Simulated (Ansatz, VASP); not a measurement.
## Two plane-wave programs on Zn4HO4

INCAR

```
SYSTEM = Zn4HO4
PREC     = Accurate       ! precision mode
ENCUT    = 520            ! plane-wave cutoff, eV
EDIFF    = 1E-6           ! SCF threshold, eV
ISMEAR   = 0              ! smearing method
SIGMA    = 0.05           ! smearing width, eV
LREAL    = .FALSE.        ! projectors in reciprocal space
LASPH    = .TRUE.         ! aspherical terms in the spheres
NELM     = 80             ! most SCF steps
ALGO     = Normal         ! electronic algorithm
ISIF     = 2              ! what is computed and relaxed
LWAVE    = .FALSE.        ! write WAVECAR
LCHARG   = .FALSE.        ! write CHGCAR
GGA      = PE             ! functional
NBANDS   = 46             ! bands
```

The input KPOINTS:

```
regular mesh
0
G
  4 4 8
  0 0 0
```

Contents of POSCAR:

```
Zn4HO4
1.0
    5.6098780345      0.0000000000      0.0000000000
    0.0000000000      5.6098780345      0.0000000000
    0.0000000000      0.0000000000      3.2790255992
Zn O H
4 4 1
Direct
    0.1816262562      0.1816262562      0.5000000000
    0.8183737438      0.8183737438      0.5000000000
    0.6816262562      0.3183737438      0.0000000000
    0.3183737438      0.6816262562      0.0000000000
    0.8184651117      0.1815348883      0.5000000000
    0.1815348883      0.8184651117      0.5000000000
    0.6815348883      0.6815348883      0.0000000000
    0.3184651117      0.3184651117      0.0000000000
    0.9999176225      0.1933737438      0.0000000000
```

Input for Ansatz:

```yaml
crystal:
  lattice:
    - [5.6098780345, 0.0, 0.0]
    - [0.0, 5.6098780345, 0.0]
    - [0.0, 0.0, 3.2790255992]
  atoms:
    - { symbol: Zn, position: [0.1816262562, 0.1816262562, 0.5] }
    - { symbol: Zn, position: [0.8183737438, 0.8183737438, 0.5] }
    - { symbol: Zn, position: [0.6816262562, 0.3183737438, 0.0] }
    - { symbol: Zn, position: [0.3183737438, 0.6816262562, 0.0] }
    - { symbol: O, position: [0.8184651117, 0.1815348883, 0.5] }
    - { symbol: O, position: [0.1815348883, 0.8184651117, 0.5] }
    - { symbol: O, position: [0.6815348883, 0.6815348883, 0.0] }
    - { symbol: O, position: [0.3184651117, 0.3184651117, 0.0] }
    - { symbol: H, position: [0.9999176225, 0.1933737438, 0.0] }
basis:
  ecutwfc: 420
kpoints:
  mp_grid: { grid: [4, 4, 8] }
hamiltonian:
  xc: pbe
  pseudopotentials: { kind: paw, azcp: { folder: soft_1 } }
scf:
  occupations: { method: gaussian, width: 0.05 }
output:
  forces: true
  stress: true
  eigenvalues: true
  write_density: true
  write_potential: true
  elf: true
  volumetric_format: npy
```

Alike in both runs: task single point; functional PBE; k mesh 4 × 4 × 8; occupations gaussian, width 0.05 eV; no spin polarisation.

```csv
,VASP,Ansatz
version,VASP 6.6.1,Ansatz 0.2.0
potentials or method,"VASP PAW PBE potentials, release 64 (Zn, O, H), cutoff 520 eV","scalar-relativistic, plane waves, PAW"
valence electrons in the cell,73,73
```

VASP gave:

* gap on the k mesh at the Fermi level (eV): none
* pressure (GPa): 5.5
* traceless stress, the component that is largest in VASP (GPa): 2.38
* rms of the force components (eV/Å): 0.219

**Question.** Which values does Ansatz return?

**Answer.** gap on the k mesh at the Fermi level (eV): none; pressure (GPa): 4.6; traceless stress, the component that is largest in VASP (GPa): 2.21; rms of the force components (eV/Å): 0.216.

Atom by atom the forces differ by 0.005 eV/Å (rms over components). A gap of «none» marks a metal or a gap that the smearing closes.
